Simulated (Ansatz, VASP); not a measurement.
**Two plane-wave programs on Te2Mo**

```
Mo Te
1.0
     3.54213    0.00000    0.00000
    -1.77107    3.06758    0.00000
     0.00000    0.00000   14.17667
Mo Te
2 4
Direct
  0.33333 0.66667 0.25000
  0.66667 0.33333 0.75000
  0.66667 0.33333 0.37658
  0.66667 0.33333 0.12342
  0.33333 0.66667 0.87658
  0.33333 0.66667 0.62342
```

Alike in both runs: task single point; functional PBE; k mesh 6 × 6 × 2; no spin polarisation.

|  | VASP | Ansatz |
| --- | --- | --- |
| version | VASP 6.6.1 | Ansatz 0.2.0 |
| potentials or method | VASP PAW PBE potentials, release 64 (Mo_sv, Te) | plane waves, PAW |
| plane-wave cutoff (eV) | 520 | 420 |
| occupations | gaussian, width 0.01 eV | fixed |
| valence electrons in the cell | 52 | 92 |

```tsv
	VASP	Ansatz	Ansatz less VASP
gap on the k mesh at the Fermi level (eV)	0.88	0.88	+0.004
```

VASP's potentials hold 52 valence electrons a cell and Ansatz's 92, so a difference there can come from the potentials and not from the codes.

Spin-orbit coupling is off throughout.
